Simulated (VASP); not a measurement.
# Hf3O2 (R-3m) in VASP: notebook

Runs on Hf3O2. Level: PBE. Tasks: single point, relaxation of cell and atoms.

Program: VASP 6.6.1. These are calculated values, not measurements. Logs are shortened: lines on timing, memory, paths and dates and some standing lists are left out, and cuts for length are marked.

### Step 1. The cell of the first run

The structure is trigonal, space group R-3m (No. 166). The conventional cell has a = 3.146 Å, b = 3.146 Å, c = 24.839 Å, α = 90.00°, β = 90.00°, γ = 120.00°. Within 3.2 Å of Hf (site symmetry -3m) lie 6 O at 2.37 Å and 6 Hf at 3.15 Å. Within 3.2 Å of Hf (site symmetry 3m) lie 3 O at 2.30 Å and 9 Hf at 3.03 to 3.15 Å. Within 3.0 Å of O (site symmetry 3m) lie 6 Hf at 2.30 to 2.37 Å.

### Step 2. Single point, PBE

INCAR

```
PREC = Accurate ; ENCUT = 520
EDIFF = 1E-7 ; ISMEAR = 0
SIGMA = 0.1 ; LREAL = F
LASPH = T ; NELM = 100
ALGO = Normal ; ISIF = 2
LWAVE = F ; LCHARG = F
GGA = PE ; NBANDS = 29
```

KPOINTS

```
regular mesh
0
Gamma
  6 6 6
```

POSCAR

```
Hf3O2
1.0
    1.5730970531      0.9082280071      8.2796617367
   -1.5730970531      0.9082280071      8.2796617367
    0.0000000000     -1.8164560142      8.2796617367
Hf O
3 2
Direct
    0.0000000000      0.0000000000      0.0000000000
    0.2155396662      0.2155396662      0.2155396662
    0.7844603338      0.7844603338      0.7844603338
    0.3945424288      0.3945424288      0.3945424288
    0.6054575712      0.6054575712      0.6054575712
```

Potentials or basis: VASP PAW PBE potentials, release 64 (Hf_pv, O).

Command:

```console
> cat potpaw_PBE.64/Hf_pv/POTCAR potpaw_PBE.64/O/POTCAR > POTCAR
> mpirun -np 1 vasp_std > vasp.out
```

OUTCAR:

```text
PREC = Accurate
   ENCUT = 520
   EDIFF = 1E-7
   ISMEAR = 0
   LREAL = F
   LASPH = T
   NELM = 100
   ISIF = 2
   GGA = PE

 ion  position               nearest neighbor table
   1  0.000  0.000  0.000-   5 2.37   5 2.37   4 2.37   4 2.37   5 2.37   4 2.37   2 3.44   3 3.44
                             2 3.44   3 3.44   2 3.44   3 3.44
   2  0.216  0.216  0.216-   5 2.30   5 2.30   5 2.30   3 3.03   3 3.03   3 3.03   1 3.44   1 3.44
                             1 3.44
   3  0.784  0.784  0.784-   4 2.30   4 2.30   4 2.30   2 3.03   2 3.03   2 3.03   1 3.44   1 3.44
                             1 3.44
   4  0.395  0.395  0.395-   3 2.30   3 2.30   3 2.30   1 2.37   1 2.37   1 2.37
   5  0.605  0.605  0.605-   2 2.30   2 2.30   2 2.30   1 2.37   1 2.37   1 2.37

  LATTYP: Found a trigonal (rhomboedric) cell.
 ALAT       =     8.4765742447
 COS(alpha) =     0.9311188657

  Lattice vectors:

 A1 = (   1.5730970531,   0.9082280071,   8.2796617367)
 A2 = (  -1.5730970531,   0.9082280071,   8.2796617367)
 A3 = (   0.0000000000,  -1.8164560142,   8.2796617367)

Analysis of symmetry for initial positions (statically):
=====================================================================
 Subroutine PRICEL returns:
 Original cell was already a primitive cell.

 Routine SETGRP: Setting up the symmetry group for a
 trigonal (rhombohedral) supercell.

 Subroutine GETGRP returns: Found 12 space group operations
 (whereof 12 operations were pure point group operations)
 out of a pool of 12 trial point group operations.

The static configuration has the point symmetry D_3d.

Analysis of symmetry for dynamics (positions and initial velocities):
=====================================================================
 Subroutine PRICEL returns:
 Original cell was already a primitive cell.

 Routine SETGRP: Setting up the symmetry group for a
 trigonal (rhombohedral) supercell.

 Subroutine GETGRP returns: Found 12 space group operations
 (whereof 12 operations were pure point group operations)
 out of a pool of 12 trial point group operations.

The dynamic configuration has the point symmetry D_3d.

 Subroutine INISYM returns: Found 12 space group operations
 (whereof 12 operations are pure point group operations),
 and found     1 'primitive' translations

----------------------------------------------------------------------------------------

                                     Primitive cell

  volume of cell :      70.9764

  direct lattice vectors                    reciprocal lattice vectors
     1.573097053  0.908228007  8.279661737     0.317844343  0.183507517  0.040259294
    -1.573097053  0.908228007  8.279661737    -0.317844343  0.183507517  0.040259294
     0.000000000 -1.816456014  8.279661737     0.000000000 -0.367015034  0.040259294

  length of vectors
     8.476574245  8.476574245  8.476574245     0.369216530  0.369216530  0.369216530

  position of ions in fractional coordinates (direct lattice)
     0.000000000  0.000000000  0.000000000
     0.215539666  0.215539666  0.215539666
     0.784460334  0.784460334  0.784460334
     0.394542429  0.394542429  0.394542429
     0.605457571  0.605457571  0.605457571

  ion indices of the primitive-cell ions
   primitive index   ion index
                 1           1
                 2           2
                 3           3
                 4           4
                 5           5

----------------------------------------------------------------------------------------

 KPOINTS: regular mesh

Automatic generation of k-mesh.
 Grid dimensions read from file:
 generate k-points for:    6    6    6

 Generating k-lattice:

  Cartesian coordinates                     Fractional coordinates (reciprocal lattice)
     0.052974057  0.030584586  0.006709882     0.166666667  0.000000000  0.000000000
    -0.052974057  0.030584586  0.006709882     0.000000000  0.166666667  0.000000000
     0.000000000 -0.061169172  0.006709882     0.000000000  0.000000000  0.166666667

  Length of vectors
     0.061536088  0.061536088  0.061536088

  Shift w.r.t. Gamma in fractional coordinates (k-lattice)
     0.000000000  0.000000000  0.000000000

 Subroutine IBZKPT returns following result:
 ===========================================

 Found     32 irreducible k-points:

 Following reciprocal coordinates:
            Coordinates               Weight
  0.000000  0.000000  0.000000      1.000000
  0.166667 -0.000000 -0.000000      6.000000
  0.333333 -0.000000  0.000000      6.000000
  0.500000 -0.000000  0.000000      3.000000
  0.166667  0.166667 -0.000000      6.000000
  0.333333  0.166667  0.000000     12.000000
[... 16 lines left out ...]
  0.500000  0.500000  0.166667      6.000000
 -0.333333  0.500000  0.166667     12.000000
 [... further k-points ...]
   k-points           NKPTS =     32   k-points in BZ     NKDIM =     32   number of bands    NBANDS=     29
[... 38 lines left out ...]
  volume/ion in A,a.u.               =      14.20        95.79
  Fermi-wavevector in a.u.,A,eV,Ry     =   1.374421  2.597279 25.701863  1.889034
  Thomas-Fermi vector in A             =   2.499849
   LORBIT       =      0    0 simple, 1 ext, 2 COOP (PROOUT), +10 PAW based schemes
   GGA     = PE    functional components
   LHFCALC =     F    Hartree Fock is set to
   AEXX    =    0.0000 exact exchange contribution
   IVDW    =     0    specifies the selected vdW correction
   LEPSILON=     F    determine dielectric tensor
   LRPA    =     F    only Hartree local field effects (RPA)
 non-spin polarized calculation
 Gauss-broadening in eV      SIGMA  =   0.10
  energy-cutoff  :      520.00
  volume of cell :       70.98
 maximum number of plane-waves:      1924
   NGX = 31   NGY = 31   NGZ = 31

 number of electron      41.9999997 magnetization

 Free energy of the ion-electron system (eV)
  ---------------------------------------------------
  ext. energy  EPLUGINS =         0.00000000
  ---------------------------------------------------
  free energy    TOTEN  =       -48.85236039 eV

  energy without entropy =      -48.84318012  energy(sigma->0) =      -48.84777026

 E-fermi :   6.9253     XC(G=0): -12.0587

 val. band max:        6.8746463220   @ k =   0.3333   0.1667   0.0000
 cond. band min:       6.9374366951   @ k =  -0.1667   0.1667   0.0000
 fundamental gap:      0.0627903731
 Fermi energy:         6.9253234363

 k-point     1 :       0.0000    0.0000    0.0000
  band No.  band energies     occupation
      1     -25.2665      2.00000
      2     -24.6327      2.00000
      3     -24.6327      2.00000
      4     -24.4095      2.00000
      5     -23.8393      2.00000
      6     -23.6648      2.00000
[... 21 lines left out ...]
     28       8.7877      0.00000
     29       8.8402      0.00000

 k-point     2 :       0.1667   -0.0000   -0.0000
  band No.  band energies     occupation
      1     -25.2189      2.00000
      2     -24.8328      2.00000
      3     -24.6738      2.00000
      4     -24.3342      2.00000
      5     -23.9506      2.00000
      6     -23.7834      2.00000
[... 21 lines left out ...]
     28       9.2474      0.00000
     29       9.7192      0.00000

 k-point     3 :       0.3333   -0.0000    0.0000
  band No.  band energies     occupation
      1     -25.2027      2.00000
      2     -25.1164      2.00000
      3     -24.7547      2.00000
      4     -24.2745      2.00000
      5     -24.2551      2.00000
      6     -24.0442      2.00000
[... 21 lines left out ...]
     28      10.3128      0.00000
     29      10.7010      0.00000

 k-point     4 :       0.5000   -0.0000    0.0000
  band No.  band energies     occupation
      1     -25.3735      2.00000
      2     -25.0677      2.00000
      3     -24.7947      2.00000
      4     -24.4126      2.00000
      5     -24.3946      2.00000
      6     -23.9744      2.00000
[... 597 lines left out ...]
     28      10.9094      0.00000
     29      11.3670      0.00000

 k-point    23 :       0.5000    0.5000    0.1667
  band No.  band energies     occupation
      1     -25.2029      2.00000
      2     -25.1146      2.00000
      3     -24.7548      2.00000
      4     -24.2791      2.00000
      5     -24.2649      2.00000
      6     -24.0265      2.00000
[... 21 lines left out ...]
     28      10.6942      0.00000
     29      10.7291      0.00000

 k-point    24 :      -0.3333    0.5000    0.1667
  band No.  band energies     occupation
      1     -25.2809      2.00000
      2     -25.0643      2.00000
      3     -24.8980      2.00000
      4     -24.3381      2.00000
      5     -24.2997      2.00000
      6     -24.0451      2.00000
[... 21 lines left out ...]
     28      10.8331      0.00000
     29      11.4182      0.00000

 [... further k-points ...]

------------------------ aborting loop because EDIFF is reached ----------------------------------------

  FORCE on cell =-STRESS in cart. coord.  units (eV):
  Direction    XX          YY          ZZ          XY          YZ          ZX
  --------------------------------------------------------------------------------------
  -------------------------------------------------------------------------------------
  Total       -0.8222548     -0.8222548     -0.7872318      0.0000000     -0.0000000      0.0000000
  in kB      -18.5610591    -18.5610591    -17.7704712      0.0000000     -0.0000000      0.0000000
  external PRESSURE =     -18.2975298 kB  Pullay stress =       0.0000000 kB

 VOLUME and BASIS-vectors are now :
 -----------------------------------------------------------------------------
  energy-cutoff  :      520.00
  volume of cell :       70.98
      direct lattice vectors                 reciprocal lattice vectors
     1.573097053  0.908228007  8.279661737     0.317844343  0.183507517  0.040259294
    -1.573097053  0.908228007  8.279661737    -0.317844343  0.183507517  0.040259294
     0.000000000 -1.816456014  8.279661737     0.000000000 -0.367015034  0.040259294

 POSITION                                       TOTAL-FORCE (eV/Angst)
 -----------------------------------------------------------------------------------
      0.00000      0.00000      0.00000         0.000000     -0.000000     -0.000000
      0.00000      0.00000      5.35379         0.000000     -0.000000      0.121273
      0.00000      0.00000     19.48520         0.000000      0.000000     -0.121273
      0.00000      0.00000      9.80003         0.000000     -0.000000      0.019783
      0.00000      0.00000     15.03895         0.000000     -0.000000     -0.019783
 -----------------------------------------------------------------------------------
    total drift:                               -0.000000     -0.000000      0.000000

  FREE ENERGIE OF THE ION-ELECTRON SYSTEM (eV)
  ---------------------------------------------------
  free  energy   TOTEN  =       -48.8523603906 eV

  energy  without entropy=      -48.8431801227  energy(sigma->0) =      -48.84777026
```

Wall time 10 min (1 thread of Intel Xeon Platinum 8259CL at 2.50GHz (Skylake/Cascade Lake), shared host); peak memory 0.56 GiB.

Results:

```yaml
Free_energy: -48.8524 eV
Pressure: -1.8 GPa
Largest_force: 0.121 eV/Å
Band_gap_on_the_k_mesh: zero (bands 21 and 22 overlap by 1.09 eV)
```

Forces in eV/Å, atoms in the order of the input:
```
Hf   0.000  0.000  0.000
Hf   0.000  0.000  0.121
Hf   0.000  0.000 -0.121
O    0.000  0.000  0.020
O    0.000  0.000 -0.020
```

Levels at points of the mesh, in eV from the Fermi level:
| k point | band 17 | band 18 | band 19 | band 20 | band 21 | band 22 | band 23 | band 24 | band 25 | band 26 |
| --- | --- | --- | --- | --- | --- | --- | --- | --- | --- | --- |
| (0.00, 0.00, 0.00) | -5.85 | -4.72 | -1.64 | -1.12 | 0.57 | 0.57 | 0.61 | 1.23 | 1.23 | 1.61 |
| (0.50, 0.00, 0.00) | -6.17 | -2.90 | -2.21 | -1.25 | -1.10 | 0.96 | 2.21 | 2.95 | 3.07 | 3.31 |
| (0.50, 0.50, 0.00) | -6.23 | -3.37 | -1.45 | -1.33 | -0.47 | -0.08 | 2.42 | 2.46 | 3.19 | 3.64 |
| (0.50, 0.50, 0.50) | -5.90 | -3.57 | -2.98 | -0.53 | 0.11 | 0.37 | 0.37 | 0.82 | 1.85 | 1.85 |

Caveat: the k points lie up to 0.39 Å⁻¹ apart, too coarse for converged energies and pressures of a metal; spin-orbit coupling is left out, which moves the levels of the heavy elements.

### Step 3. Relaxation of cell and atoms, PBE

This run uses another cell than the first one, of 14.97 Å³/atom.

INCAR

```
SYSTEM = Hf3O2
PREC = Accurate
ENCUT = 600
EDIFF = 1E-7
ISMEAR = 0
SIGMA = 0.1
LREAL = .FALSE.
LASPH = .TRUE.
NELM = 60
ALGO = Normal
ISIF = 3
LWAVE = .FALSE.
LCHARG = .FALSE.
GGA = PE
IBRION = 2
NSW = 90
EDIFFG = -0.04
```

KPOINTS

```
Automatic mesh
0
G
  6 6 6
  0 0 0
```

POSCAR

```
Hf3O2
1.0
    1.6703478344      0.9643757718      7.7429095060
   -1.6703478344      0.9643757718      7.7429095060
    0.0000000000     -1.9287515437      7.7429095060
Hf O
3 2
Direct
    0.0000000000      0.0000000000      0.0000000000
    0.2095000000      0.2095000000      0.2095000000
    0.7905000000      0.7905000000      0.7905000000
    0.4000000000      0.4000000000      0.4000000000
    0.6000000000      0.6000000000      0.6000000000
```

Potentials or basis: VASP PAW PBE potentials, release 64 (Hf_pv, O).

Command:

```console
> cat potpaw_PBE.64/Hf_pv/POTCAR potpaw_PBE.64/O/POTCAR > POTCAR
> mpirun -np 1 vasp_std > vasp.out
```

Wall time 63 min (1 thread of Intel Xeon Platinum 8259CL at 2.50GHz (Skylake/Cascade Lake), shared host); peak memory 0.65 GiB.

The run converged. Its results:

- Free energy: -48.8690 eV
- Relaxed volume: 14.03 Å³/atom
- Relaxed cell: a = 8.449 Å, b = 8.449 Å, c = 8.449 Å, α = 21.37°, β = 21.37°, γ = 21.37°
- Space group after relaxing (to 0.1 Å): R-3m (No. 166)
- Energy gained by relaxing: 291.2 meV/atom
- Ionic steps: 11
- Pressure after relaxing: 0.1 GPa
- Largest force after relaxing: 0.021 eV/Å
- Band gap on the k mesh: zero (bands 21 and 22 overlap by 1.09 eV)

Forces on the atoms (eV/Å):
```
Hf   0.000  0.000  0.000
Hf   0.000  0.000  0.011
Hf   0.000  0.000 -0.011
O    0.000  0.000 -0.021
O    0.000  0.000  0.021
```

Stress tensor (GPa, compression positive):
```
 0.30  0.00  0.00
 0.00  0.30  0.00
 0.00  0.00 -0.22
```

The path:
```
step  energy change (eV)  largest force (eV/Å)  pressure (GPa)  volume (Å³)
   1              0.0000                5.1672           -4.57        74.84
   2             -0.9521                2.4364            6.08        69.84
   3             -1.2827                1.0405           -1.28        71.68
   4             -1.2834                1.0245           -1.48        71.75
   5             -1.4006                0.6931            0.83        70.31
   6             -1.4364                0.3291            3.05        69.22
   7             -1.4376                0.2285           -3.31        71.54
   8             -1.4537                0.1189           -0.31        70.38
   9             -1.4552                0.0479           -0.16        70.29
  10             -1.4554                0.0374           -0.08        70.25
  11             -1.4561                0.0213            0.13        70.14
```

Final structure:
```yaml
crystal:
  lattice:
    - [1.56636, 0.90434, 8.25295]
    - [-1.56636, 0.90434, 8.25295]
    - [0.00000, -1.80868, 8.25295]
  atoms:
    - { symbol: Hf, position: [0.00000, 0.00000, 0.00000] }
    - { symbol: Hf, position: [0.21578, 0.21578, 0.21578] }
    - { symbol: Hf, position: [0.78422, 0.78422, 0.78422] }
    - { symbol: O, position: [0.39442, 0.39442, 0.39442] }
    - { symbol: O, position: [0.60558, 0.60558, 0.60558] }
```

Levels at points of the mesh, in eV from the Fermi level:
```csv
k point,band 17,band 18,band 19,band 20,band 21,band 22,band 23,band 24,band 25
"(0.00, 0.00, 0.00)",-5.94,-4.72,-1.65,-1.15,0.55,0.55,0.63,1.25,1.60
"(0.50, 0.00, 0.00)",-6.25,-2.96,-2.23,-1.24,-1.09,0.95,2.26,3.00,3.12
"(0.50, 0.50, 0.00)",-6.31,-3.43,-1.46,-1.32,-0.47,-0.12,2.48,2.52,3.23
"(0.50, 0.50, 0.50)",-5.98,-3.58,-2.99,-0.55,0.15,0.36,0.36,0.79,1.88
```

Caveat: the k points lie up to 0.39 Å⁻¹ apart in the final cell, too coarse for converged energies and pressures of a metal; spin-orbit coupling is left out, which moves the levels of the heavy elements.

### Step 4. Single point, PBE

INCAR

```
SYSTEM = Hf3O2
PREC = Accurate
ENCUT = 520
EDIFF = 1E-6
ISMEAR = 0
SIGMA = 0.1
LREAL = .FALSE.
LASPH = .TRUE.
NELM = 80
ALGO = Normal
ISIF = 2
LWAVE = .FALSE.
LCHARG = .FALSE.
GGA = PE
NBANDS = 29
```

KPOINTS

```
regular mesh
0
G
  12 12 12
  0 0 0
```

POSCAR

```
Hf3O2
1.0
    1.5838627483      0.9144435841      8.1579691213
   -1.5838627483      0.9144435841      8.1579691213
    0.0000000000     -1.8288871682      8.1579691213
Hf O
3 2
Direct
    0.0000000000      0.0000000000      0.0000000000
    0.2162870396      0.2162870396      0.2162870396
    0.7837129604      0.7837129604      0.7837129604
    0.3937545848      0.3937545848      0.3937545848
    0.6062454152      0.6062454152      0.6062454152
```

Command:

```console
> cat potpaw_PBE.64/Hf_pv/POTCAR potpaw_PBE.64/O/POTCAR > POTCAR
> mpirun -np 1 vasp_std > vasp.out
```

Run time: 48 min. Hardware: 1 thread of Intel Xeon Platinum 8259CL at 2.50GHz (Skylake/Cascade Lake), shared host; peak memory 0.76 GiB.

Results (log left out):

* Free energy: -48.8200 eV
* Pressure: -1.9 GPa
* Largest force: 0.101 eV/Å
* Band gap on the k mesh: zero (bands 21 and 22 overlap by 1.06 eV)

Forces on the atoms (eV/Å):
```
Hf   0.000  0.000  0.000
Hf   0.000  0.000  0.101
Hf   0.000  0.000 -0.101
O    0.000  0.000  0.002
O    0.000  0.000 -0.002
```

Stress tensor (GPa, compression positive):
```
-1.85  0.00  0.00
 0.00 -1.85  0.00
 0.00  0.00 -2.12
```

Levels at points of the mesh, in eV from the Fermi level:
| k point | band 17 | band 18 | band 19 | band 20 | band 21 | band 22 | band 23 | band 24 | band 25 | band 26 |
| --- | --- | --- | --- | --- | --- | --- | --- | --- | --- | --- |
| (0.00, 0.00, 0.00) | -6.04 | -4.73 | -1.60 | -0.98 | 0.45 | 0.45 | 0.54 | 1.16 | 1.16 | 1.61 |
| (0.50, 0.00, 0.00) | -6.33 | -2.95 | -2.19 | -1.31 | -1.16 | 1.08 | 2.14 | 2.86 | 2.99 | 3.34 |
| (0.50, 0.50, 0.00) | -6.39 | -3.43 | -1.49 | -1.37 | -0.36 | -0.13 | 2.33 | 2.44 | 3.10 | 3.59 |
| (0.50, 0.50, 0.50) | -6.09 | -3.59 | -2.86 | -0.51 | 0.04 | 0.23 | 0.23 | 0.78 | 1.85 | 1.85 |

Caveat: spin-orbit coupling is left out, which moves the levels of the heavy elements.

### Step 5. Summary

```tsv
task	cell	k mesh	cutoff (eV)	gap on the mesh (eV)	pressure (GPa)	largest force (eV/Å)
single point	a = 8.477 Å, angles 21.4°, 5 atoms, atomic positions A	6 × 6 × 6	520	none	-1.8	0.12
relaxation of cell and atoms	relaxed from a = 7.980 Å, angles 24.2°, 5 atoms, atomic positions B	6 × 6 × 6	600	none	0.1	0.02
single point	a = 8.360 Å, angles 21.8°, 5 atoms, atomic positions C	12 × 12 × 12	520	none	-1.9	0.10
```

Alike in all rows: level PBE; potentials or basis VASP PAW PBE potentials, release 64 (Hf_pv, O); no spin polarisation; smearing gaussian 0.1 eV.

Caveats: some runs use coarse meshes; spin-orbit coupling is left out, which moves the levels of the heavy elements.

Absolute energies hang on the potentials; compare differences alone.
